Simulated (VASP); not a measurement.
# BH3C18 in VASP: a series of runs

Runs on BH3C18. Level: PBEsol. Tasks: single point.

Everything below comes from runs of VASP 6.6.1. Logs are shortened: lines on timing, memory, paths and dates and some standing lists are left out, and cuts for length are marked.

**1. The cell of the first run**

The cell holds a slab with vacuum, 22 atoms: a = 7.398 Å, b = 7.398 Å, c = 13.000 Å, α = 90.00°, β = 90.00°, γ = 120.00°.

**2. Single point, PBEsol**

INCAR

```
  ALGO = Normal
  EDIFF = 1E-6
  ENCUT = 520
  GGA = PS
  ISIF = 2
  ISMEAR = 0
  LASPH = True
  LCHARG = False
  LREAL = Auto
  LWAVE = False
  NBANDS = 56
  NELM = 60
  PREC = Accurate
  SIGMA = 0.02
```

KPOINTS

```
k-points
0
Gamma
  2 2 1
```

POSCAR

```
BH3C18
1.0
    7.3980000000      0.0000000000      0.0000000000
   -3.6990000000      6.4068560000      0.0000000000
    0.0000000000      0.0000000000     13.0000000000
C B H
18 1 3
Direct
   -0.0003451785     -0.0071864240      0.0718780785
    0.2200708240      0.1053538696      0.0709298556
   -0.0015712688      0.3301560706      0.0781951745
    0.2228362924      0.4415020053      0.0746453266
   -0.0026799816      0.6604787021      0.0643558217
    0.2197658848      0.7708237274      0.0701588602
    0.3315735305     -0.0067989954      0.0714332980
    0.5534292410      0.1055214035      0.0706093188
    0.3319021649      0.3271335311      0.0732546737
    0.5547932679      0.4399419289      0.0689067043
    0.3270779640      0.6583217202      0.0766728742
    0.5527712169      0.7707937803      0.1041007646
    0.6650347213     -0.0019592869      0.0801161671
    0.8854777314      0.1035105744      0.0784067703
    0.6644156646      0.3280230201      0.0646058648
    0.8853135142      0.4407043409      0.0662095750
    0.6670761468      0.6591563081      0.0744942190
    0.8859677925      0.7712434434      0.0680377027
    0.9355032407      0.2222207880      0.2002878125
    0.5492396677     -0.2343078589      0.1908369934
    1.0647052500      0.2009306794      0.2455498900
    0.8015507733      0.2429068919      0.2406989246
```

Potentials or basis: VASP PAW PBE potentials, release 64 (C, B, H).

On the command line:

```console
$ cat potpaw_PBE.64/C/POTCAR potpaw_PBE.64/B/POTCAR potpaw_PBE.64/H/POTCAR > POTCAR
$ mpirun -np 1 vasp_std > vasp.out
```

OUTCAR:

```text
EDIFF = 1E-6
   ENCUT = 520
   GGA = PS
   ISIF = 2
   ISMEAR = 0
   LASPH = True
   LREAL = Auto
   NELM = 60
   PREC = Accurate

 ion  position               nearest neighbor table
   1  1.000  0.993  0.072-   2 1.41  18 1.42  14 1.44
   2  0.220  0.105  0.071-   1 1.41   9 1.42   7 1.43
   3  0.998  0.330  0.078-   4 1.44  16 1.44  14 1.45  19 1.73
   4  0.223  0.442  0.075-  11 1.39   9 1.43   3 1.44
   5  0.997  0.660  0.064-  16 1.41  18 1.42   6 1.43
   6  0.220  0.771  0.070-  11 1.41   7 1.42   5 1.43
   7  0.332  0.993  0.071-   8 1.42   6 1.42   2 1.43
   8  0.553  0.106  0.071-  13 1.41   7 1.42  15 1.43
   9  0.332  0.327  0.073-   2 1.42  10 1.43   4 1.43
  10  0.555  0.440  0.069-  17 1.41  15 1.42   9 1.43
  11  0.327  0.658  0.077-   4 1.39   6 1.41  12 1.49
  12  0.553  0.771  0.104-  20 1.13  13 1.49  11 1.49  17 1.50
  13  0.665  0.998  0.080-   8 1.41  14 1.41  12 1.49
  14  0.885  0.104  0.078-  13 1.41   1 1.44   3 1.45  19 1.76
  15  0.664  0.328  0.065-  16 1.42  10 1.42   8 1.43
  16  0.885  0.441  0.066-   5 1.41  15 1.42   3 1.44
  17  0.667  0.659  0.074-  18 1.41  10 1.41  12 1.50
  18  0.886  0.771  0.068-  17 1.41   1 1.42   5 1.42
  19  0.936  0.222  0.200-  22 1.20  21 1.20   3 1.73  14 1.76
  20  0.549  0.766  0.191-  12 1.13
  21  0.065  0.201  0.246-  19 1.20
  22  0.802  0.243  0.241-  19 1.20

  LATTYP: Found a hexagonal cell.
 ALAT       =     7.3980000000
 C/A-ratio  =     1.7572316842

  Lattice vectors:

 A1 = (   7.3980000000,   0.0000000000,   0.0000000000)
 A2 = (  -3.6990000000,   6.4068560000,   0.0000000000)
 A3 = (   0.0000000000,   0.0000000000,  13.0000000000)

Analysis of symmetry for initial positions (statically):
=====================================================================
 Subroutine PRICEL returns:
 Original cell was already a primitive cell.

 Routine SETGRP: Setting up the symmetry group for a
 hexagonal supercell.

 Subroutine GETGRP returns: Found  1 space group operations
 (whereof  1 operations were pure point group operations)
 out of a pool of 24 trial point group operations.

The static configuration has the point symmetry C_1 .

Analysis of symmetry for dynamics (positions and initial velocities):
=====================================================================
 Subroutine PRICEL returns:
 Original cell was already a primitive cell.

 Routine SETGRP: Setting up the symmetry group for a
 hexagonal supercell.

 Subroutine GETGRP returns: Found  1 space group operations
 (whereof  1 operations were pure point group operations)
 out of a pool of 24 trial point group operations.

The dynamic configuration has the point symmetry C_1 .

 Subroutine INISYM returns: Found  1 space group operations
 (whereof  1 operations are pure point group operations),
 and found     1 'primitive' translations

----------------------------------------------------------------------------------------

                                     Primitive cell

  volume of cell :     616.1730

  direct lattice vectors                    reciprocal lattice vectors
     7.398000000  0.000000000  0.000000000     0.135171668  0.078041398  0.000000000
    -3.699000000  6.406856000  0.000000000     0.000000000  0.156082796  0.000000000
     0.000000000  0.000000000 13.000000000     0.000000000  0.000000000  0.076923077

  length of vectors
     7.398000000  7.398000054 13.000000000     0.156082797  0.156082796  0.076923077

  position of ions in fractional coordinates (direct lattice)
     0.999654822  0.992813576  0.071878078
     0.220070824  0.105353870  0.070929856
     0.998428731  0.330156071  0.078195175
     0.222836292  0.441502005  0.074645327
     0.997320018  0.660478702  0.064355822
     0.219765885  0.770823727  0.070158860
[... 14 lines left out ...]
     0.064705250  0.200930679  0.245549890
     0.801550773  0.242906892  0.240698925

  ion indices of the primitive-cell ions
   primitive index   ion index
                 1           1
                 2           2
                 3           3
                 4           4
                 5           5
                 6           6
[... 14 lines left out ...]
                21          21
                22          22

----------------------------------------------------------------------------------------

 KPOINTS: k-points

Automatic generation of k-mesh.
 Grid dimensions read from file:
 generate k-points for:    2    2    1

 Generating k-lattice:

  Cartesian coordinates                     Fractional coordinates (reciprocal lattice)
     0.067585834  0.039020699  0.000000000     0.500000000 -0.000000000  0.000000000
     0.000000000  0.078041398  0.000000000     0.000000000  0.500000000  0.000000000
     0.000000000  0.000000000  0.076923077     0.000000000  0.000000000  1.000000000

  Length of vectors
     0.078041399  0.078041398  0.076923077

  Shift w.r.t. Gamma in fractional coordinates (k-lattice)
     0.000000000  0.000000000  0.000000000

 Subroutine IBZKPT returns following result:
 ===========================================

 Found      4 irreducible k-points:

 Following reciprocal coordinates:
            Coordinates               Weight
  0.000000  0.000000  0.000000      1.000000
  0.500000  0.000000  0.000000      1.000000
  0.000000  0.500000  0.000000      1.000000
  0.500000  0.500000  0.000000      1.000000
   k-points           NKPTS =      4   k-points in BZ     NKDIM =      4   number of bands    NBANDS=     56
   number of dos      NEDOS =    301   number of ions     NIONS =     22
   total plane-waves  NPLWV = 307328
   dimension x,y,z NGX =    56 NGY =   56 NGZ =   98
   dimension x,y,z NGXF=   112 NGYF=  112 NGZF=  196
   ions per type =              18   1   3
   NGX,Y,Z   is equivalent  to a cutoff of  12.58, 12.58, 12.53 a.u.
   NGXF,Y,Z  is equivalent  to a cutoff of  25.17, 25.17, 25.06 a.u.
 SYSTEM =  unknown system
   PREC   = accura    normal or accurate (medium, high low for compatibility)
   ISTART =      0    job   : 0-new  1-cont  2-samecut
   ICHARG =      2    charge: 1-file 2-atom 10-const
   ISPIN  =      1    spin polarized calculation?
   LNONCOLLINEAR =      F non collinear calculations
   LSORBIT =      F    spin-orbit coupling
   LASPH  =      T    aspherical Exc in radial PAW
   ENCUT  =  520.0 eV  38.22 Ry    6.18 a.u.  13.76 13.76 24.17*2*pi/ulx,y,z
   NELM   =     60;   NELMIN=  2; NELMDL= -5     # of ELM steps
   EDIFF  = 0.1E-05   stopping-criterion for ELM
   LREAL  =      T    real-space projection
   EDIFFG = 0.1E-04   stopping-criterion for IOM
   NSW    =      0    number of steps for IOM
   IBRION =     -1    ionic relax: 0-MD 1-quasi-New 2-CG
   NFREE  =      0    steps in history (QN), initial steepest desc. (CG)
   ISIF   =      2    stress and relaxation
   ISYM   =      2    0-nonsym 1-usesym 2-fastsym
   POTIM  = 0.5000    time-step for ionic-motion
   TEBEG  =    0.0;   TEEND  =   0.0 temperature during run
   PSTRESS=    0.0 pullay stress
   NELECT =      78.0000    total number of electrons
   NUPDOWN=      -1.0000    fix difference up-down
   EMIN   =  10.00;   EMAX   =-10.00  energy-range for DOS
   EFERMI =   0.00;   METHOD = LEGACY
   ISMEAR =     0;   SIGMA  =   0.02  broadening in eV -4-tet -1-fermi 0-gaus
   EFERMI_NEDOS =   21; number of points for ismear=-14 and -15
   IALGO  =     38    algorithm
   IMIX   =      4    mixing-type and parameters
     AMIX     =   0.40;   BMIX     =  1.00
     AMIX_MAG =   1.60;   BMIX_MAG =  1.00
  volume/ion in A,a.u.               =      28.01       189.01
  Fermi-wavevector in a.u.,A,eV,Ry     =   0.822001  1.553356  9.193253  0.675685
  Thomas-Fermi vector in A             =   1.933259
   LORBIT       =      0    0 simple, 1 ext, 2 COOP (PROOUT), +10 PAW based schemes
   GGA     = PS    functional components
   LHFCALC =     F    Hartree Fock is set to
   AEXX    =    0.0000 exact exchange contribution
   IVDW    =     0    specifies the selected vdW correction
   LEPSILON=     F    determine dielectric tensor
   LRPA    =     F    only Hartree local field effects (RPA)
 non-spin polarized calculation
 Gauss-broadening in eV      SIGMA  =   0.02
  energy-cutoff  :      520.00
  volume of cell :      616.17
 maximum number of plane-waves:     16651
 NGX is ok and might be reduce to    56
   NGX = 27   NGY = 27   NGZ = 49

 number of electron      78.0000001 magnetization

 Free energy of the ion-electron system (eV)
  ---------------------------------------------------
  ext. energy  EPLUGINS =         0.00000000
  ---------------------------------------------------
  free energy    TOTEN  =      -187.18134250 eV

  energy without entropy =     -187.17684117  energy(sigma->0) =     -187.17909184

 E-fermi :  -1.7236     XC(G=0):  -3.7093

 val. band max:       -1.7331120685   @ k =   0.5000   0.0000   0.0000
 cond. band min:      -1.7141026894   @ k =   0.0000   0.5000   0.0000
 fundamental gap:      0.0190093791
 Fermi energy:        -1.7236073790

 k-point     1 :       0.0000    0.0000    0.0000
  band No.  band energies     occupation
      1     -21.4950      2.00000
      2     -19.3566      2.00000
      3     -18.8800      2.00000
      4     -18.8061      2.00000
      5     -18.7257      2.00000
      6     -18.6510      2.00000
[... 43 lines left out ...]
     50       3.1820      0.00000
     51       4.2034      0.00000

 k-point     2 :       0.5000    0.0000    0.0000
  band No.  band energies     occupation
      1     -21.0288      2.00000
      2     -20.6319      2.00000
      3     -19.5501      2.00000
      4     -19.3928      2.00000
      5     -17.2260      2.00000
      6     -16.9606      2.00000
[... 43 lines left out ...]
     50       3.8290      0.00000
     51       3.9527      0.00000

 k-point     3 :       0.0000    0.5000    0.0000
  band No.  band energies     occupation
      1     -21.0188      2.00000
      2     -20.6498      2.00000
      3     -19.5265      2.00000
      4     -19.4079      2.00000
      5     -17.2248      2.00000
      6     -16.9529      2.00000
[... 43 lines left out ...]
     50       3.7259      0.00000
     51       4.0686      0.00000

 k-point     4 :       0.5000    0.5000    0.0000
  band No.  band energies     occupation
      1     -21.0458      2.00000
      2     -20.6083      2.00000
      3     -19.5339      2.00000
      4     -19.4089      2.00000
      5     -17.2775      2.00000
      6     -16.9748      2.00000
[... 43 lines left out ...]
     50       3.9346      0.00000
     51       4.0799      0.00000
 [bands above 51 left out]

------------------------ aborting loop because EDIFF is reached ----------------------------------------

  FORCE on cell =-STRESS in cart. coord.  units (eV):
  Direction    XX          YY          ZZ          XY          YZ          ZX
  --------------------------------------------------------------------------------------
  -------------------------------------------------------------------------------------
  Total        3.8689946      2.1400149     -0.0496731      0.0924194      0.0062245      0.0026748
  in kB       10.0601873      5.5644819     -0.1291603      0.2403096      0.0161851      0.0069550
  external PRESSURE =       5.1651696 kB  Pullay stress =       0.0000000 kB

 VOLUME and BASIS-vectors are now :
 -----------------------------------------------------------------------------
  energy-cutoff  :      520.00
  volume of cell :      616.17
      direct lattice vectors                 reciprocal lattice vectors
     7.398000000  0.000000000  0.000000000     0.135171668  0.078041398  0.000000000
    -3.699000000  6.406856000  0.000000000     0.000000000  0.156082796  0.000000000
     0.000000000  0.000000000 13.000000000     0.000000000  0.000000000  0.076923077

 POSITION                                       TOTAL-FORCE (eV/Angst)
 -----------------------------------------------------------------------------------
      3.72303      6.36081      0.93442        -0.008982      0.019347     -0.001915
      1.23838      0.67499      0.92209        -0.011385      0.006556     -0.004134
      6.16513      2.11526      1.01654        -0.001920      0.018965     -0.001054
      0.01543      2.82864      0.97039         0.001964      0.001547     -0.002848
      4.93506      4.23159      0.83663         0.001179      0.020193      0.002398
     -1.22545      4.93856      0.91207        -0.002127      0.000081     -0.000600
[... 14 lines left out ...]
     -0.26455      1.28733      3.19215         0.014208     -0.002667      0.016802
      5.03136      1.55627      3.12909        -0.007794     -0.001593      0.008954
 -----------------------------------------------------------------------------------
    total drift:                                0.005736      0.006755     -0.000356

  FREE ENERGIE OF THE ION-ELECTRON SYSTEM (eV)
  ---------------------------------------------------
  free  energy   TOTEN  =      -187.1813425004 eV

  energy  without entropy=     -187.1768411729  energy(sigma->0) =     -187.17909184
```

Run time: 3.1 min. Hardware: 1 thread of Intel Xeon 6975P-C (Granite Rapids), shared host; peak memory 0.64 GiB.

What came out:

```yaml
Free_energy: -187.1813 eV
Largest_force: 0.032 eV/Å
Band_gap_on_the_k_mesh: zero (bands 39 and 40 overlap by 0.10 eV)
```

Forces on the atoms (eV/Å):
```
C   -0.009  0.019 -0.002
C   -0.011  0.007 -0.004
C   -0.002  0.019 -0.001
C    0.002  0.002 -0.003
C    0.001  0.020  0.002
C   -0.002  0.000 -0.001
C    0.005 -0.002  0.000
C   -0.005 -0.004 -0.008
C   -0.002 -0.001  0.002
C   -0.008 -0.009 -0.006
C    0.015  0.008 -0.009
C    0.001 -0.008  0.017
C   -0.004 -0.009 -0.005
C    0.011 -0.015 -0.003
C   -0.003  0.002 -0.010
C    0.017 -0.027 -0.003
C   -0.012  0.013 -0.010
C    0.004 -0.016 -0.007
B   -0.001  0.008 -0.009
H   -0.003 -0.003  0.032
H    0.014 -0.003  0.017
H   -0.008 -0.002  0.009
```

Caveat: the k points lie up to 0.49 Å⁻¹ apart; the PAW data sets were made with another functional, which shifts forces and pressure a little.

**3. Single point, PBEsol**

INCAR

```
SYSTEM = BH3C18
ALGO = Normal ; EDIFF = 1E-6
ENCUT = 520 ; GGA = PS
ISIF = 2 ; ISMEAR = 0
LASPH = .True. ; LCHARG = .True.
LELF = .True. ; LREAL = Auto
LVHAR = .True. ; LWAVE = .False.
NBANDS = 56 ; NELM = 80
PREC = Accurate ; SIGMA = 0.02
```

KPOINTS

```
k-points
0
Gamma
  2 2 1
  0 0 0
```

POSCAR

```
BH3C18
1.0
    7.3980000000      0.0000000000      0.0000000000
   -3.6990000000      6.4068560000      0.0000000000
    0.0000000000      0.0000000000     13.0000000000
C B H
18 1 3
Direct
    0.0079312214      0.0034650381      0.0702608462
    0.2306181718      0.1156002258      0.0695950000
    0.0075584248      0.3402739191      0.0721690769
    0.2309853966      0.4511392171      0.0712893077
    0.0094485820      0.6732131954      0.0683300000
    0.2294607705      0.7832389241      0.0691050000
    0.3402943063      0.0056102400      0.0679531538
    0.5639350634      0.1179255473      0.0668300000
    0.3422146972      0.3395386130      0.0700297692
    0.5626607524      0.4497948760      0.0676880000
    0.3407625744      0.6711588336      0.0690666154
    0.5632589961      0.7816382950      0.0665328462
    0.6743754076      0.0057040458      0.0685590000
    0.8956868595      0.1161614995      0.0753697692
    0.6742139321      0.3378079670      0.0672340000
    0.8976326898      0.4494324517      0.0688600769
    0.6735184258      0.6722339319      0.0665728462
    0.8978038829      0.7842647002      0.0675007692
    0.8345676613      0.0712410268      0.2380802308
    0.7193461785     -0.1149418685      0.2376061538
    1.0156132305      0.1387390321      0.2599444615
    0.7567342374      0.1786690695      0.2511061538
```

Potentials or basis: VASP PAW PBE potentials, release 64 (C, B, H).

On the command line:

```console
$ cat potpaw_PBE.64/C/POTCAR potpaw_PBE.64/B/POTCAR potpaw_PBE.64/H/POTCAR > POTCAR
$ mpirun -np 1 vasp_std > vasp.out
```

Wall time 2.8 min (1 thread of Intel Xeon 6975P-C (Granite Rapids), shared host); peak memory 0.64 GiB.

It converged, with:

```
Free energy            : -188.8379 eV
Largest force          : 0.269 eV/Å
Band gap on the k mesh : 0.16 eV
```

Forces on the atoms (eV/Å):
```
C   -0.015 -0.005 -0.024
C   -0.007  0.000 -0.031
C   -0.006 -0.018 -0.030
C   -0.016 -0.017 -0.068
C   -0.010 -0.015 -0.021
C    0.002 -0.013 -0.053
C    0.001 -0.013 -0.015
C   -0.004 -0.018  0.024
C   -0.007 -0.019 -0.044
C    0.002 -0.012 -0.016
C   -0.023 -0.011 -0.082
C   -0.002  0.000 -0.065
C    0.001 -0.025  0.016
C   -0.002 -0.017 -0.015
C   -0.008 -0.008  0.015
C   -0.011 -0.009 -0.011
C   -0.008  0.001 -0.026
C   -0.020 -0.011 -0.014
B    0.001  0.022  0.133
H    0.117  0.001  0.243
H    0.023  0.074  0.026
H   -0.009  0.113  0.060
```

Levels at points of the mesh, in eV from the valence-band top:
| k point | band 36 | band 37 | band 38 | band 39 | band 40 | band 41 | band 42 | band 43 |
| --- | --- | --- | --- | --- | --- | --- | --- | --- |
| (0.00, 0.00, 0.00) | -2.61 | -2.51 | -0.27 | 0.00 | 0.16 | 0.24 | 3.34 | 3.93 |
| (0.50, 0.00, 0.00) | -2.61 | -2.34 | -2.25 | -1.89 | 1.49 | 2.30 | 2.54 | 2.68 |
| (0.00, 0.50, 0.00) | -2.54 | -2.28 | -2.18 | -2.05 | 1.67 | 2.18 | 2.60 | 2.63 |
| (0.50, 0.50, 0.00) | -2.55 | -2.30 | -2.17 | -2.03 | 1.63 | 2.21 | 2.59 | 2.63 |

Caveat: the k points lie up to 0.49 Å⁻¹ apart; the PAW data sets were made with another functional, which shifts forces and pressure a little.
